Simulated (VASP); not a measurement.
Here is a VASP 6.6.1 calculation.

File INCAR:

```
SYSTEM = Sb2PdN4
PREC = Accurate
ENCUT = 520
EDIFF = 1E-6
ISMEAR = -1
SIGMA = 0.03
LREAL = .FALSE.
LASPH = .TRUE.
NELM = 60
ALGO = Normal
ISIF = 2
LWAVE = .FALSE.
LCHARG = .FALSE.
GGA = PS
NBANDS = 29
```

The input KPOINTS:

```
regular mesh
0
G
  8 8 8
  0 0 0
```

POSCAR

```
Sb2PdN4
1.0
   -1.9592070941      1.9592070941      5.7354326698
    1.9592070941     -1.9592070941      5.7354326698
    1.9592070941      1.9592070941     -5.7354326698
Sb Pd N
2 1 4
Direct
    0.6443398213      0.6443398213      0.0000000000
    0.3556601787      0.3556601787      0.0000000000
    0.0000000000      0.0000000000      0.0000000000
    0.0000000000      0.5000000000      0.5000000000
    0.5000000000      0.0000000000      0.5000000000
    0.8213524177      0.8213524177      0.0000000000
    0.1786475823      0.1786475823      0.0000000000
```

Potentials or basis: VASP PAW PBE potentials, release 64 (Sb, Pd, N).

Run with:

```bash
$ cat potpaw_PBE.64/Sb/POTCAR potpaw_PBE.64/Pd/POTCAR potpaw_PBE.64/N/POTCAR > POTCAR
$ mpirun -np 1 vasp_std > vasp.out
```

(1) What does it give for the largest force?

(2) Estimate the pressure.

(3) Predict the band gap on the k mesh.

## Answers

(1) 0.149 eV/Å.

(2) -0.3 GPa.

(3) zero (bands 20 and 21 overlap by 0.68 eV).

Caveat: the PAW data sets were made with another functional, which shifts forces and pressure a little; spin-orbit coupling is left out, which moves the levels of the heavy elements.
